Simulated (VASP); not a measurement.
Wanted: the native input for a VASP 6.6.1 run.

| Property | Result |
| --- | --- |
| Task | single point |
| Functional | PBEsol |
| Potentials or basis | VASP PAW PBE potentials, release 64 (Ta_pv, C) |
| Cutoff | 520 eV |
| k mesh | 18 × 18 × 10 |
| Occupations | gaussian, width 0.15 eV |
| Spin | no spin polarisation |
| Dipole correction | no |
| Further INCAR settings | ALGO = Normal; EDIFF = 1e-06; NBANDS = 20 |

The structure of Ta2C lies in POSCAR:

```
Ta2C
1.0
    3.2500657396      0.0000000000      0.0000000000
   -1.6250328698      2.8146394945      0.0000000000
    0.0000000000      0.0000000000      4.7980532726
Ta C
2 1
Direct
    0.3333333333      0.6666666667      0.2528761934
    0.6666666667      0.3333333333      0.7471238066
    0.0000000000      0.0000000000      0.0000000000
```

This cell differs from its parent crystal: strain +0.050 along x and y, -0.025 along z.

One way to write it, as run:

INCAR

```
SYSTEM = Ta2C
  ALGO = Normal
  EDIFF = 1E-6
  ENCUT = 520
  GGA = PS
  ISIF = 2
  ISMEAR = 0
  LASPH = .True.
  LCHARG = .False.
  LREAL = .False.
  LWAVE = .False.
  NBANDS = 20
  NELM = 60
  PREC = Accurate
  SIGMA = 0.15
```

KPOINTS

```
k-points
0
Gamma
  18 18 10
  0 0 0
```

Potentials or basis: VASP PAW PBE potentials, release 64 (Ta_pv, C).

The run is started by

```sh
$ cat potpaw_PBE.64/Ta_pv/POTCAR potpaw_PBE.64/C/POTCAR > POTCAR
$ mpirun -np 1 vasp_std > vasp.out
```

It gave:

The pressure is -16.7 GPa and the largest force is 0.437 eV/Å. The band gap on the k mesh is zero (bands 13 and 14 overlap by 1.05 eV).

Caveat: the cell differs from its parent crystal (strain +0.050 along x and y, -0.025 along z); the stress differs along the axes, from -24 to -2 GPa; the PAW data sets were made with another functional, which shifts forces and pressure a little; spin-orbit coupling is left out, which moves the levels of the heavy elements.

It took 3.8 min on 1 thread of Intel Xeon 8259CL, on a shared host, peak memory 0.36 GiB.
